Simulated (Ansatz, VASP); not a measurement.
# Two plane-wave programs on BaTiO3

INCAR

```
SYSTEM = BaTiO3
PREC = Accurate
ENCUT = 600
EDIFF = 1E-6
ISMEAR = 1
SIGMA = 0.01
LREAL = .False.
LASPH = .True.
NELM = 100
ALGO = Normal
ISIF = 3
LWAVE = .False.
LCHARG = .False.
GGA = PS
IVDW = 12
IBRION = 2
NSW = 80
EDIFFG = -0.01
```

KPOINTS

```
regular mesh
0
Gamma
  6 6 6
  0 0 0
```

Contents of POSCAR:

```
BaTiO3
1.0
    3.9855000000      0.0000000000      0.0000000000
    0.0000000000      2.8369000000      2.8451500000
    0.0000000000     -2.8369000000      2.8451500000
Ba Ti O
1 1 3
Direct
    0.0000000000      0.0000000000      0.0000000000
    0.5000000000      0.5124000000      0.5124000000
    0.0000000000      0.4874000000      0.4874000000
    0.5000000000      0.5052400000      0.9918400000
    0.5000000000      0.9918400000      0.5052400000
```

Input for Ansatz:

```yaml
crystal:
  lattice:
    - [3.9855, 0.0, 0.0]
    - [0.0, 2.8369, 2.84515]
    - [0.0, -2.8369, 2.84515]
  atoms:
    - { symbol: Ba, position: [0.0, 0.0, 0.0] }
    - { symbol: Ti, position: [0.5, 0.5124, 0.5124] }
    - { symbol: O, position: [0.0, 0.4874, 0.4874] }
    - { symbol: O, position: [0.5, 0.50524, 0.99184] }
    - { symbol: O, position: [0.5, 0.99184, 0.50524] }
basis:
  ecutwfc: 462.593566181796
kpoints:
  mp_grid:
    grid: [6, 6, 6]
hamiltonian:
  xc: pbesol
  dispersion: d3bj
scf:
  occupations:
    method: cold
    width: 0.01
relax:
  cell: {}
```

Alike in both runs: task relaxation of cell and atoms; functional PBEsol; dispersion D3(BJ); k mesh 6 × 6 × 6; no spin polarisation.

```csv
,VASP,Ansatz
version,VASP 6.6.1,Ansatz 0.2.0
potentials or method,"VASP PAW PBE potentials, release 64 (Ba_sv, Ti_sv, O), cutoff 600 eV","plane waves, PAW"
occupations,"methfessel-paxton of order 1, width 0.01 eV","cold, width 0.01 eV"
valence electrons in the cell,40,40
```

|  | VASP | Ansatz | Ansatz less VASP |
| --- | --- | --- | --- |
| relaxed volume (Å³/atom) | 12.48 | 12.35 | -0.136 |
| relaxed cell length with the largest relative difference (Å) | 3.977 | 3.961 | -0.0155 |

VASP's potentials were made for PBE, not for PBEsol.

Neither program's run includes spin-orbit coupling.
